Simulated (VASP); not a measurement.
A run of VASP 6.6.1:

INCAR

```
PREC = Accurate
ENCUT = 520
EDIFF = 1E-6
ISMEAR = -1
SIGMA = 0.1
LREAL = False
LASPH = True
NELM = 120
ALGO = Normal
ISIF = 2
LWAVE = False
LCHARG = True
GGA = PE
LELF = True
LVHAR = True
NBANDS = 30
GGA_COMPAT = False
```

The input KPOINTS:

```
regular mesh
0
Gamma
  4 4 4
```

Contents of POSCAR:

```
BaTiHO3
1.0
    3.9998000000      0.0000000000      0.0000000000
    0.0000000000      3.9998000000      0.0000000000
    0.0000000000      0.0000000000      4.0180000000
Ba Ti O H
1 1 3 1
Direct
    0.0000000000      0.0000000000      0.0000000000
    0.5000000000      0.5000000000      0.4900000000
    0.5000000000      0.5000000000      0.0190000000
    0.5000000000      0.0000000000      0.5170000000
    0.0000000000      0.5000000000      0.5170000000
   -0.1981226561     -0.1979068953      0.5034320557
```

Potentials or basis: VASP PAW PBE potentials, release 64 (Ba_sv, Ti_sv, O, H).

Command:

```bash
$ cat potpaw_PBE.64/Ba_sv/POTCAR potpaw_PBE.64/Ti_sv/POTCAR potpaw_PBE.64/O/POTCAR potpaw_PBE.64/H/POTCAR > POTCAR
$ mpirun -np 1 vasp_std > vasp.out
```

Hardware: 1 thread of Intel(R) Xeon(R) Platinum 8259CL CPU @ 2.50GHz (Skylake/Cascade Lake) (shared host).

**Question.** Estimate the wall time of this run.

**Answer.** Wall time 81 s on 1 thread of Intel(R) Xeon(R) Platinum 8259CL CPU @ 2.50GHz (Skylake/Cascade Lake), with other jobs on the host, peak memory 0.22 GiB. Counts: scf iterations 15, k points 36.
